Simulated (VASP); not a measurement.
# GaAs (qrp) (F-43m) in VASP: vibrations by perturbation theory with RPBE

Aim: the vibrations by perturbation theory of GaAs (qrp) with RPBE.

All numbers are computed with VASP 6.6.1; they aren't measurements. Logs are shortened: lines on timing, memory, paths and dates and some standing lists are left out, and cuts for length are marked.

**1. The cell of the first run**

Symmetry: F-43m, No. 216, cubic system. The conventional cell has a = 5.804 Å, b = 5.804 Å, c = 5.804 Å, α = 90.00°, β = 90.00°, γ = 90.00°. Ga (site symmetry -43m) has 4 As at 2.51 Å within 3.3 Å. Within 3.3 Å of As (site symmetry -43m) lie 4 Ga at 2.51 Å.

**2. Vibrations by perturbation theory, RPBE**

Input file INCAR:

```
SYSTEM = GaAs
ALGO = Normal
EDIFF = 1E-8
ENCUT = 520
GGA = RP
IBRION = 8
ISIF = 2
ISMEAR = 0
LASPH = .TRUE.
LCHARG = .FALSE.
LREAL = .FALSE.
LWAVE = .FALSE.
NELM = 100
NSW = 1
PREC = Accurate
SIGMA = 0.01
```

Input file KPOINTS:

```
k-points
0
G
  10 10 10
  0 0 0
```

Input file POSCAR:

```
GaAs
1.0
    0.0000000000      2.9019151960      2.9019151960
    2.9019151960      0.0000000000      2.9019151960
    2.9019151960      2.9019151960      0.0000000000
Ga As
1 1
Direct
    0.0000000000      0.0000000000      0.0000000000
    0.7500000000      0.7500000000      0.7500000000
```

Potentials or basis: VASP PAW PBE potentials, release 64 (Ga_d, As).

Command:

```console
$ cat potpaw_PBE.64/Ga_d/POTCAR potpaw_PBE.64/As/POTCAR > POTCAR
$ mpirun -np 1 vasp_std > vasp.out
```

OUTCAR:

```text
SYSTEM = GaAs
   EDIFF = 1E-8
   ENCUT = 520
   GGA = RP
   IBRION = 8
   ISIF = 2
   ISMEAR = 0
   LASPH = .TRUE.
   LREAL = .FALSE.
   NELM = 100
   NSW = 1
   PREC = Accurate

 ion  position               nearest neighbor table
   1  0.000  0.000  0.000-   2 2.51   2 2.51   2 2.51   2 2.51
   2  0.750  0.750  0.750-   1 2.51   1 2.51   1 2.51   1 2.51

  LATTYP: Found a face centered cubic cell.
 ALAT       =     5.8038303920

  Lattice vectors:

 A1 = (   0.0000000000,   2.9019151960,   2.9019151960)
 A2 = (   2.9019151960,   0.0000000000,   2.9019151960)
 A3 = (   2.9019151960,   2.9019151960,   0.0000000000)

Analysis of symmetry for initial positions (statically):
=====================================================================
 Subroutine PRICEL returns:
 Original cell was already a primitive cell.

 Routine SETGRP: Setting up the symmetry group for a
 face centered cubic supercell.

 Subroutine GETGRP returns: Found 24 space group operations
 (whereof 24 operations were pure point group operations)
 out of a pool of 48 trial point group operations.

The static configuration has the point symmetry T_d .

Analysis of symmetry for dynamics (positions and initial velocities):
=====================================================================
 Subroutine PRICEL returns:
 Original cell was already a primitive cell.

 Routine SETGRP: Setting up the symmetry group for a
 face centered cubic supercell.

 Subroutine GETGRP returns: Found 24 space group operations
 (whereof 24 operations were pure point group operations)
 out of a pool of 48 trial point group operations.

The dynamic configuration has the point symmetry T_d .

 Subroutine INISYM returns: Found 24 space group operations
 (whereof 24 operations are pure point group operations),
 and found     1 'primitive' translations

----------------------------------------------------------------------------------------

                                     Primitive cell

  volume of cell :      48.8747

  direct lattice vectors                    reciprocal lattice vectors
     0.000000000  2.901915196  2.901915196    -0.172300004  0.172300004  0.172300004
     2.901915196  0.000000000  2.901915196     0.172300004 -0.172300004  0.172300004
     2.901915196  2.901915196  0.000000000     0.172300004  0.172300004 -0.172300004

  length of vectors
     4.103927827  4.103927827  4.103927827     0.298432361  0.298432361  0.298432361

  position of ions in fractional coordinates (direct lattice)
     0.000000000  0.000000000  0.000000000
     0.750000000  0.750000000  0.750000000

  ion indices of the primitive-cell ions
   primitive index   ion index
                 1           1
                 2           2

----------------------------------------------------------------------------------------

 KPOINTS: k-points

Automatic generation of k-mesh.
 Grid dimensions read from file:
 generate k-points for:   10   10   10

 Generating k-lattice:

  Cartesian coordinates                     Fractional coordinates (reciprocal lattice)
    -0.017230000  0.017230000  0.017230000     0.100000000  0.000000000  0.000000000
     0.017230000 -0.017230000  0.017230000     0.000000000  0.100000000  0.000000000
     0.017230000  0.017230000 -0.017230000     0.000000000  0.000000000  0.100000000

  Length of vectors
     0.029843236  0.029843236  0.029843236

  Shift w.r.t. Gamma in fractional coordinates (k-lattice)
     0.000000000  0.000000000  0.000000000

 Subroutine IBZKPT returns following result:
 ===========================================
[... 84 lines left out ...]
   NGX = 15   NGY = 15   NGZ = 15

--------------------------------------- Ionic step        1  -------------------------------------------

 number of electron      17.9999988 magnetization

 Free energy of the ion-electron system (eV)
  ---------------------------------------------------
  ext. energy  EPLUGINS =         0.00000000
  ---------------------------------------------------
  free energy    TOTEN  =        -7.60035456 eV

  energy without entropy =       -7.60035456  energy(sigma->0) =       -7.60035456

 E-fermi :   3.3660     XC(G=0):  -9.0568

 val. band max:        3.3313039367   @ k =   0.0000   0.0000   0.0000
 cond. band min:       3.3991962556   @ k =   0.0000   0.0000   0.0000
 fundamental gap:      0.0678923189
 Fermi energy:         3.3660198550

 k-point     1 :       0.0000    0.0000    0.0000
  band No.  band energies     occupation
      1     -11.3527      2.00000
      2     -11.3527      2.00000
      3     -11.3527      2.00000
      4     -11.2913      2.00000
      5     -11.2913      2.00000
      6      -8.8180      2.00000
      7       3.3313      2.00000
      8       3.3313      2.00000
      9       3.3313      2.00000
     10       3.3992      0.00000
     11       7.0663      0.00000
     12       7.0664      0.00000
     13       7.0664      0.00000
[... 354 lines left out ...]
  band No.  band energies     occupation
      1     -11.4196      2.00000
      2     -11.3253      2.00000
      3     -11.3243      2.00000
      4     -11.3036      2.00000
      5     -11.2839      2.00000
      6      -7.2919      2.00000
      7      -2.0919      2.00000
      8       1.0252      2.00000
      9       1.3206      2.00000
     10       5.3182      0.00000
     11       6.2193      0.00000
     12      10.3560      0.00000
     13      10.9454      0.00000

 [... further k-points ...]

------------------------ aborting loop because EDIFF is reached ----------------------------------------

  FORCE on cell =-STRESS in cart. coord.  units (eV):
  Direction    XX          YY          ZZ          XY          YZ          ZX
  --------------------------------------------------------------------------------------
  -------------------------------------------------------------------------------------
  Total        0.0383653      0.0383653      0.0383653      0.0000000      0.0000000      0.0000000
  in kB        1.2576654      1.2576654      1.2576654      0.0000000      0.0000000      0.0000000
  external PRESSURE =       1.2576654 kB  Pullay stress =       0.0000000 kB

 VOLUME and BASIS-vectors are now :
 -----------------------------------------------------------------------------
  energy-cutoff  :      520.00
  volume of cell :       48.87
      direct lattice vectors                 reciprocal lattice vectors
     0.000000000  2.901915196  2.901915196    -0.172300004  0.172300004  0.172300004
     2.901915196  0.000000000  2.901915196     0.172300004 -0.172300004  0.172300004
     2.901915196  2.901915196  0.000000000     0.172300004  0.172300004 -0.172300004

 POSITION                                       TOTAL-FORCE (eV/Angst)
 -----------------------------------------------------------------------------------
      0.00000      0.00000      0.00000        -0.000000     -0.000000     -0.000000
      4.35287      4.35287      4.35287         0.000000      0.000000      0.000000
 -----------------------------------------------------------------------------------
    total drift:                               -0.000002     -0.000002     -0.000002

  FREE ENERGIE OF THE ION-ELECTRON SYSTEM (eV)
  ---------------------------------------------------
  free  energy   TOTEN  =        -7.6003545628 eV

  energy  without entropy=       -7.6003545626  energy(sigma->0) =       -7.60035456

[... ionic steps 2 to 3 ...]

--------------------------------------- Ionic step        4  -------------------------------------------

------------------------ aborting loop because EDIFF is reached ----------------------------------------

[... ionic steps 5 to 6 ...]

--------------------------------------- Ionic step        7  -------------------------------------------

 Free energy of the ion-electron system (eV)
  ---------------------------------------------------
  ---------------------------------------------------
  free energy    TOTEN  =        -0.04362257 eV

  energy without entropy =       -0.04362257

------------------------ aborting loop because EDIFF is reached ----------------------------------------

 INTERNAL STRAIN TENSOR  FOR ION    2  DIRECTION 1   (eV/Angst):
 -----------------------------------------------------------------------------
    -0.00474  0.00000  0.00000
     0.00000  0.00424  5.27824
     0.00000  5.27824  0.00424

 INTERNAL STRAIN TENSOR FOR ION    2 for displacements in x,y,z  (eV/Angst):
          X           Y           Z          XY          YZ          ZX
  --------------------------------------------------------------------------------
  x     0.00000     0.00000     0.00000     0.00000     5.27824     0.00000
  y     0.00000    -0.00000     0.00000     0.00000     0.00000     5.27824
  z     0.00000     0.00000     0.00000     5.27824     0.00000     0.00000

 SECOND DERIVATIVES (NOT SYMMETRIZED)
 ------------------------------------
               1X          1Y          1Z          2X          2Y          2Z
  1X    -7.989119    0.000000    0.000000    7.989119    0.000000    0.000000
  1Y     0.000000   -7.989119    0.000000    0.000000    7.989119    0.000000
  1Z     0.000000    0.000000   -7.989119    0.000000    0.000000    7.989119
  2X     8.018756    0.000000    0.000000   -8.018756    0.000000    0.000000
  2Y     0.000000    8.018756    0.000000    0.000000   -8.018756    0.000000
  2Z     0.000000    0.000000    8.018756    0.000000    0.000000   -8.018756

 Eigenvectors and eigenvalues of the dynamical matrix
 ----------------------------------------------------

   1 f  =    7.359483 THz    46.240995 2PiTHz  245.485929 cm-1    30.436362 meV
             X         Y         Z           dx          dy          dz
      0.000000  0.000000  0.000000     0.000000    0.719060    0.000000
      4.352873  4.352873  4.352873     0.000000   -0.694948    0.000000
[... 21 lines left out ...]
   6 f/i=    0.006809 THz     0.042780 2PiTHz    0.227112 cm-1     0.028158 meV
             X         Y         Z           dx          dy          dz
      0.000000  0.000000  0.000000     0.000000    0.000000   -0.694948
      4.352873  4.352873  4.352873     0.000000    0.000000   -0.719060

--------------------------------------------------------------------------------------------------------

 ELASTIC MODULI CONTR FROM IONIC RELAXATION (kBar)
 Direction    XX          YY          ZZ          XY          YZ          ZX
 --------------------------------------------------------------------------------
 XX          -0.0000     -0.0000     -0.0000     -0.0000     -0.0000     -0.0000
 YY          -0.0000     -0.0000     -0.0000     -0.0000     -0.0000      0.0000
 ZZ          -0.0000     -0.0000     -0.0000     -0.0000     -0.0000     -0.0000
 XY          -0.0000     -0.0000     -0.0000   -112.9169      0.0000      0.0000
 YZ          -0.0000     -0.0000     -0.0000      0.0000   -112.9169      0.0000
 ZX          -0.0000      0.0000     -0.0000      0.0000      0.0000   -112.9169
 --------------------------------------------------------------------------------
```

Run time: 4.4 min. Hardware: 1 thread of Intel Xeon Platinum 8375C at 2.90GHz (Ice Lake), shared host; peak memory 0.4 GiB.

What came out:

| Property | Result |
| --- | --- |
| Highest phonon frequency at Γ, LO-TO splitting left out | 245 cm⁻¹ |

Phonon frequencies in cm⁻¹ (negative: imaginary):
```tsv
q point	frequencies
(0.000, 0.000, 0.000)	0 0 0 245 245 245
```

Caveat: the PAW data sets were made with another functional, which shifts forces and pressure a little.
